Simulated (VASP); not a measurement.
# In5Sb2As3 (Pm) in VASP: a series of runs

The runs below take In5Sb2As3 through single point, with PBE.

All numbers are computed with VASP 6.6.1; they aren't measurements. Logs are shortened: lines on timing, memory, paths and dates and some standing lists are left out, and cuts for length are marked.

**1. The cell of the first run**

It takes space group Pm (No. 6, monoclinic). The conventional cell has a = 6.663 Å, b = 5.677 Å, c = 6.862 Å, α = 90.00°, β = 92.25°, γ = 90.00°. Within 3.9 Å of In (site symmetry m) lie 2 Sb at 2.94 Å and 4 In at 2.95 to 3.10 Å and 2 As at 3.67 Å. Within 3.9 Å of In (site symmetry m) lie 2 As at 2.94 Å and 4 In at 2.95 to 3.10 Å and 2 Sb at 3.67 Å. In (site symmetry m) has 4 As at 2.94 to 3.67 Å and 4 In at 2.95 to 3.10 Å within 3.9 Å. In (site symmetry m) has 4 Sb at 2.94 to 3.67 Å and 4 In at 2.95 to 3.10 Å within 3.9 Å. Within 3.9 Å of In (site symmetry m) lie 4 As at 2.94 to 3.67 Å and 4 In at 2.95 to 3.10 Å. Within 3.9 Å of Sb (site symmetry m) lie 4 In at 2.94 to 3.67 Å and 3 As at 2.95 to 3.10 Å and 1 Sb at 3.10 Å. Sb (site symmetry m) has 4 In at 2.94 to 3.67 Å and 3 As at 2.95 to 3.10 Å and 1 Sb at 3.10 Å within 3.9 Å. As (site symmetry m) has 4 In at 2.94 to 3.67 Å and 2 Sb at 2.95 to 3.10 Å and 2 As at 2.95 to 3.10 Å within 3.9 Å.

**2. Single point, PBE**

File INCAR:

```
SYSTEM = In5Sb2As3
  PREC = Accurate
  ENCUT = 520
  EDIFF = 1E-6
  ISMEAR = 0
  SIGMA = 0.1
  LREAL = .False.
  LASPH = .True.
  NELM = 80
  ALGO = Normal
  ISIF = 2
  LWAVE = .False.
  LCHARG = .False.
  GGA = PE
  NBANDS = 56
```

File KPOINTS:

```
regular mesh
0
Gamma
  4 4 4
  0 0 0
```

File POSCAR:

```
In5Sb2As3
1.0
    6.6628750000      0.0000000000      0.0000000000
    0.0000000000      5.6765656000      0.0000000000
   -0.2696235900      0.0000000000      6.8568147600
In Sb As
5 2 3
Direct
    0.0000000000      0.0000000000      0.0000000000
    0.4000000000      0.0000000000      0.2000000000
    0.8000000000      0.0000000000      0.4000000000
    0.2000000000      0.0000000000      0.6000000000
    0.6000000000      0.0000000000      0.8000000000
    0.2500000000      0.5000000000      0.5000000000
    0.0500000000      0.5000000000      0.9000000000
    0.8500000000      0.5000000000      0.3000000000
    0.6500000000      0.5000000000      0.7000000000
    0.4500000000      0.5000000000      0.1000000000
```

Potentials or basis: VASP PAW PBE potentials, release 64 (In_d, Sb, As).

Launch:

```console
> cat potpaw_PBE.64/In_d/POTCAR potpaw_PBE.64/Sb/POTCAR potpaw_PBE.64/As/POTCAR > POTCAR
> mpirun -np 1 vasp_std > vasp.out
```

OUTCAR:

```text
SYSTEM = In5Sb2As3
   PREC = Accurate
   ENCUT = 520
   EDIFF = 1E-6
   ISMEAR = 0
   LREAL = .False.
   LASPH = .True.
   NELM = 80
   ISIF = 2
   GGA = PE

 ion  position               nearest neighbor table
   1  0.000  0.000  0.000-   7 2.94   7 2.94   2 2.95   5 2.95   4 3.10   3 3.10
   2  0.400  0.000  0.200-  10 2.94  10 2.94   3 2.95   1 2.95   4 3.10   5 3.10   6 3.67   6 3.67

   3  0.800  0.000  0.400-   8 2.94   8 2.94   2 2.95   4 2.95   5 3.10   1 3.10
   4  0.200  0.000  0.600-   6 2.94   6 2.94   5 2.95   3 2.95   2 3.10   1 3.10   7 3.67   7 3.67

   5  0.600  0.000  0.800-   9 2.94   9 2.94   4 2.95   1 2.95   3 3.10   2 3.10
   6  0.250  0.500  0.500-   4 2.94   4 2.94   9 2.95   8 2.95  10 3.10   7 3.10   2 3.67   2 3.67

   7  0.050  0.500  0.900-   1 2.94   1 2.94   9 2.95  10 2.95   8 3.10   6 3.10   4 3.67   4 3.67

   8  0.850  0.500  0.300-   3 2.94   3 2.94   6 2.95   7 3.10
   9  0.650  0.500  0.700-   5 2.94   5 2.94   7 2.95   6 2.95
  10  0.450  0.500  0.100-   2 2.94   2 2.94   7 2.95   6 3.10

  LATTYP: Found a simple monoclinic cell.
 ALAT       =     6.6628750000
 B/A-ratio  =     0.8519693976
 C/A-ratio  =     1.0299028243
 COS(beta)  =    -0.0392916233

  Lattice vectors:

 A1 = (   6.6628750000,   0.0000000000,   0.0000000000)
 A2 = (   0.0000000000,   5.6765656000,   0.0000000000)
 A3 = (  -0.2696235900,   0.0000000000,   6.8568147600)

Analysis of symmetry for initial positions (statically):
=====================================================================
 Subroutine PRICEL returns:
 Original cell was already a primitive cell.

 Routine SETGRP: Setting up the symmetry group for a
 simple monoclinic supercell.

 Subroutine GETGRP returns: Found  2 space group operations
 (whereof  2 operations were pure point group operations)
 out of a pool of  4 trial point group operations.

The static configuration has the point symmetry C_1h.

Analysis of symmetry for dynamics (positions and initial velocities):
=====================================================================
 Subroutine PRICEL returns:
 Original cell was already a primitive cell.

 Routine SETGRP: Setting up the symmetry group for a
 simple monoclinic supercell.

 Subroutine GETGRP returns: Found  2 space group operations
 (whereof  2 operations were pure point group operations)
 out of a pool of  4 trial point group operations.

The dynamic configuration has the point symmetry C_1h.

 Subroutine INISYM returns: Found  2 space group operations
 (whereof  2 operations are pure point group operations),
 and found     1 'primitive' translations

----------------------------------------------------------------------------------------

                                     Primitive cell

  volume of cell :     259.3401

  direct lattice vectors                    reciprocal lattice vectors
     6.662875000  0.000000000  0.000000000     0.150085361  0.000000000  0.005901655
     0.000000000  5.676565600  0.000000000     0.000000000  0.176162855  0.000000000
    -0.269623590  0.000000000  6.856814760     0.000000000  0.000000000  0.145840311

  length of vectors
     6.662875000  5.676565600  6.862113780     0.150201349  0.176162855  0.145840311

  position of ions in fractional coordinates (direct lattice)
     0.000000000  0.000000000  0.000000000
     0.400000000  0.000000000  0.200000000
     0.800000000  0.000000000  0.400000000
     0.200000000  0.000000000  0.600000000
     0.600000000  0.000000000  0.800000000
     0.250000000  0.500000000  0.500000000
     0.050000000  0.500000000  0.900000000
     0.850000000  0.500000000  0.300000000
     0.650000000  0.500000000  0.700000000
     0.450000000  0.500000000  0.100000000

  ion indices of the primitive-cell ions
   primitive index   ion index
                 1           1
                 2           2
                 3           3
                 4           4
                 5           5
                 6           6
                 7           7
                 8           8
                 9           9
                10          10

----------------------------------------------------------------------------------------

 KPOINTS: regular mesh

Automatic generation of k-mesh.
 Grid dimensions read from file:
 generate k-points for:    4    4    4

 Generating k-lattice:

  Cartesian coordinates                     Fractional coordinates (reciprocal lattice)
     0.037521340  0.000000000  0.001475414     0.250000000  0.000000000  0.000000000
     0.000000000  0.044040714  0.000000000     0.000000000  0.250000000  0.000000000
     0.000000000  0.000000000  0.036460078     0.000000000  0.000000000  0.250000000

  Length of vectors
     0.037550337  0.044040714  0.036460078

  Shift w.r.t. Gamma in fractional coordinates (k-lattice)
     0.000000000  0.000000000  0.000000000

 Subroutine IBZKPT returns following result:
 ===========================================

 Found     30 irreducible k-points:

 Following reciprocal coordinates:
            Coordinates               Weight
  0.000000  0.000000  0.000000      1.000000
  0.250000  0.000000  0.000000      2.000000
  0.500000  0.000000  0.000000      1.000000
  0.000000  0.250000  0.000000      2.000000
  0.250000  0.250000  0.000000      4.000000
  0.500000  0.250000  0.000000      2.000000
[... 16 lines left out ...]
  0.250000  0.000000  0.500000      2.000000
  0.500000  0.000000  0.500000      1.000000
 [... further k-points ...]
   k-points           NKPTS =     30   k-points in BZ     NKDIM =     30   number of bands    NBANDS=     56
   number of dos      NEDOS =    301   number of ions     NIONS =     10
   total plane-waves  NPLWV = 113400
   dimension x,y,z NGX =    50 NGY =   42 NGZ =   54
   dimension x,y,z NGXF=   100 NGYF=   84 NGZF=  108
   ions per type =               5   2   3
   NGX,Y,Z   is equivalent  to a cutoff of  12.48, 12.30, 13.08 a.u.
   NGXF,Y,Z  is equivalent  to a cutoff of  24.95, 24.60, 26.16 a.u.
 SYSTEM =  In5Sb2As3
   PREC   = accura    normal or accurate (medium, high low for compatibility)
   ISTART =      0    job   : 0-new  1-cont  2-samecut
   ICHARG =      2    charge: 1-file 2-atom 10-const
   ISPIN  =      1    spin polarized calculation?
   LNONCOLLINEAR =      F non collinear calculations
   LSORBIT =      F    spin-orbit coupling
   LASPH  =      T    aspherical Exc in radial PAW
   ENCUT  =  520.0 eV  38.22 Ry    6.18 a.u.  12.39 10.55 12.76*2*pi/ulx,y,z
   NELM   =     80;   NELMIN=  2; NELMDL= -5     # of ELM steps
   EDIFF  = 0.1E-05   stopping-criterion for ELM
   LREAL  =      F    real-space projection
   EDIFFG = 0.1E-04   stopping-criterion for IOM
   NSW    =      0    number of steps for IOM
   IBRION =     -1    ionic relax: 0-MD 1-quasi-New 2-CG
   NFREE  =      0    steps in history (QN), initial steepest desc. (CG)
   ISIF   =      2    stress and relaxation
   ISYM   =      2    0-nonsym 1-usesym 2-fastsym
   POTIM  = 0.5000    time-step for ionic-motion
   TEBEG  =    0.0;   TEEND  =   0.0 temperature during run
   PSTRESS=    0.0 pullay stress
   NELECT =      90.0000    total number of electrons
   NUPDOWN=      -1.0000    fix difference up-down
   EMIN   =  10.00;   EMAX   =-10.00  energy-range for DOS
   EFERMI =   0.00;   METHOD = LEGACY
   ISMEAR =     0;   SIGMA  =   0.10  broadening in eV -4-tet -1-fermi 0-gaus
   EFERMI_NEDOS =   21; number of points for ismear=-14 and -15
   IALGO  =     38    algorithm
   IMIX   =      4    mixing-type and parameters
     AMIX     =   0.40;   BMIX     =  1.00
     AMIX_MAG =   1.60;   BMIX_MAG =  1.00
  volume/ion in A,a.u.               =      25.93       175.01
  Fermi-wavevector in a.u.,A,eV,Ry     =   1.150445  2.174025 18.007624  1.323523
  Thomas-Fermi vector in A             =   2.287109
   LORBIT       =      0    0 simple, 1 ext, 2 COOP (PROOUT), +10 PAW based schemes
   GGA     = PE    functional components
   LHFCALC =     F    Hartree Fock is set to
   AEXX    =    0.0000 exact exchange contribution
   IVDW    =     0    specifies the selected vdW correction
   LEPSILON=     F    determine dielectric tensor
   LRPA    =     F    only Hartree local field effects (RPA)
 non-spin polarized calculation
 Gauss-broadening in eV      SIGMA  =   0.10
  energy-cutoff  :      520.00
  volume of cell :      259.34
 maximum number of plane-waves:      7009
 NGX is ok and might be reduce to    50
   NGX = 25   NGY = 21   NGZ = 25

 number of electron      90.0000006 magnetization

 Free energy of the ion-electron system (eV)
  ---------------------------------------------------
  ext. energy  EPLUGINS =         0.00000000
  ---------------------------------------------------
  free energy    TOTEN  =       -33.70591761 eV

  energy without entropy =      -33.67485613  energy(sigma->0) =      -33.69038687

 E-fermi :   6.4664     XC(G=0):  -9.9610

 val. band max:        6.4613688055   @ k =   0.0000   0.5000   0.2500
 cond. band min:       6.5041118094   @ k =   0.2500   0.5000   0.5000
 fundamental gap:      0.0427430039
 Fermi energy:         6.4664041726

 k-point     1 :       0.0000    0.0000    0.0000
  band No.  band energies     occupation
      1      -8.6247      2.00000
      2      -8.3847      2.00000
      3      -8.2853      2.00000
      4      -8.2318      2.00000
      5      -8.2200      2.00000
      6      -8.2127      2.00000
[... 48 lines left out ...]
     55      10.0060      0.00000
     56      10.7905      0.00000

 k-point     2 :       0.2500    0.0000    0.0000
  band No.  band energies     occupation
      1      -8.5612      2.00000
      2      -8.4244      2.00000
      3      -8.3650      2.00000
      4      -8.2705      2.00000
      5      -8.2517      2.00000
      6      -8.2402      2.00000
[... 48 lines left out ...]
     55      10.8199      0.00000
     56      10.8235      0.00000
[... 1237 lines left out ...]
     55      10.6642      0.00000
     56      10.9338      0.00000

 k-point    24 :       0.5000    0.0000    0.5000
  band No.  band energies     occupation
      1      -8.4607      2.00000
      2      -8.4435      2.00000
      3      -8.3819      2.00000
      4      -8.3704      2.00000
      5      -8.3086      2.00000
      6      -8.2158      2.00000
[... 48 lines left out ...]
     55      10.0982      0.00000
     56      10.2083      0.00000

 [... further k-points ...]

------------------------ aborting loop because EDIFF is reached ----------------------------------------

  FORCE on cell =-STRESS in cart. coord.  units (eV):
  Direction    XX          YY          ZZ          XY          YZ          ZX
  --------------------------------------------------------------------------------------
  -------------------------------------------------------------------------------------
  Total       -0.3436931      1.0400471      1.2649220      0.0000000      0.0000000     -0.1770277
  in kB       -2.1233016      6.4253063      7.8145608      0.0000000      0.0000000     -1.0936595
  external PRESSURE =       4.0388552 kB  Pullay stress =       0.0000000 kB

 VOLUME and BASIS-vectors are now :
 -----------------------------------------------------------------------------
  energy-cutoff  :      520.00
  volume of cell :      259.34
      direct lattice vectors                 reciprocal lattice vectors
     6.662875000  0.000000000  0.000000000     0.150085361  0.000000000  0.005901655
     0.000000000  5.676565600  0.000000000     0.000000000  0.176162855  0.000000000
    -0.269623590  0.000000000  6.856814760     0.000000000  0.000000000  0.145840311

 POSITION                                       TOTAL-FORCE (eV/Angst)
 -----------------------------------------------------------------------------------
      0.00000      0.00000      0.00000        -0.146346      0.000000      0.181739
      2.61123      0.00000      1.37136         0.088993      0.000000     -0.034213
      5.22245      0.00000      2.74273        -0.046581      0.000000     -0.041973
      1.17080      0.00000      4.11409        -0.062319      0.000000      0.135937
      3.78203      0.00000      5.48545         0.034814      0.000000      0.015334
      1.53091      2.83828      3.42841         0.186683      0.000000     -0.530330
      0.09048      2.83828      6.17113        -0.042652      0.000000      0.206407
      5.58256      2.83828      2.05704        -0.297484      0.000000      0.081213
      4.14213      2.83828      4.79977         0.002886      0.000000      0.029111
      2.97133      2.83828      0.68568         0.282007      0.000000     -0.043226
 -----------------------------------------------------------------------------------
    total drift:                               -0.000769     -0.000000      0.001544

  FREE ENERGIE OF THE ION-ELECTRON SYSTEM (eV)
  ---------------------------------------------------
  free  energy   TOTEN  =       -33.7059176147 eV

  energy  without entropy=      -33.6748561258  energy(sigma->0) =      -33.69038687
```

Wall time 3.8 min (1 thread of Intel Xeon 6975P-C (Granite Rapids), shared host); peak memory 0.54 GiB.

Results:

* Free energy: -33.7059 eV
* Pressure: 0.4 GPa
* Largest force: 0.562 eV/Å
* Band gap on the k mesh: zero (bands 45 and 46 overlap by 1.57 eV)

Forces in eV/Å, atoms in the order of the input:
```
In  -0.146  0.000  0.182
In   0.089  0.000 -0.034
In  -0.047  0.000 -0.042
In  -0.062  0.000  0.136
In   0.035  0.000  0.015
Sb   0.187  0.000 -0.530
Sb  -0.043  0.000  0.206
As  -0.297  0.000  0.081
As   0.003  0.000  0.029
As   0.282  0.000 -0.043
```

Caveat: spin-orbit coupling is left out, which moves the levels of the heavy elements.

(Part 1 of 2 ends here.)

The gap in the log of VASP goes by the Fermi energy; the results here count the filled bands.